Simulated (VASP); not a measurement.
Set up this calculation in VASP 6.6.1, as the native input.

```
Task                   : single point
Functional             : PBE
Potentials or basis    : VASP PAW PBE potentials, release 64 (Fe)
Cutoff                 : 520 eV
k mesh                 : 11 × 11 × 11
Occupations            : fermi-dirac, width 0.05 eV
Spin                   : collinear spin, ferromagnetic start
Starting moments       : [6.0] μB
Fixed moment           : 6 μB
Dipole correction      : no
Further INCAR settings : ALGO = Normal; EDIFF = 1e-06; NBANDS = 14
```

The structure of Fe lies in POSCAR:

```
Fe
1.0
    0.0000000000      1.9417396906      1.9651051623
    1.4984397099      0.0000000000      1.9651051623
    1.4984397099      1.9417396906      0.0000000000
Fe
1
Direct
    0.0000000000      0.0000000000      0.0000000000
```

These files were run (other wordings do the same):

INCAR

```
SYSTEM = Fe
PREC = Accurate
ENCUT = 520
EDIFF = 1E-6
ISMEAR = -1
SIGMA = 0.05
LREAL = .False.
LASPH = .True.
NELM = 150
ALGO = Normal
ISIF = 2
LWAVE = .False.
LCHARG = .False.
ISPIN = 2
MAGMOM = 6
LORBIT = 11
NUPDOWN = 6.0
LMAXMIX = 4
GGA = PE
NBANDS = 14
```

KPOINTS

```
regular mesh
0
Gamma
  11 11 11
  0 0 0
```

Potentials or basis: VASP PAW PBE potentials, release 64 (Fe).

Launch:

```sh
$ cat potpaw_PBE.64/Fe/POTCAR > POTCAR
$ mpirun -np 1 vasp_std > vasp.out
```

Results of the run:

| Property | Result |
| --- | --- |
| Pressure | 222.7 GPa |
| Net moment | 6.00 μB per cell |
| Site moments | Fe +5.53 μB |
| Valence electrons inside the program's atomic spheres | Fe 7.18 |

Caveat: the total moment is fixed, so each spin has its own Fermi level.

Run time: 25 s on 1 thread of Intel(R) Xeon(R) Platinum 8559C (Emerald Rapids) (shared host), peak memory 0.17 GiB.
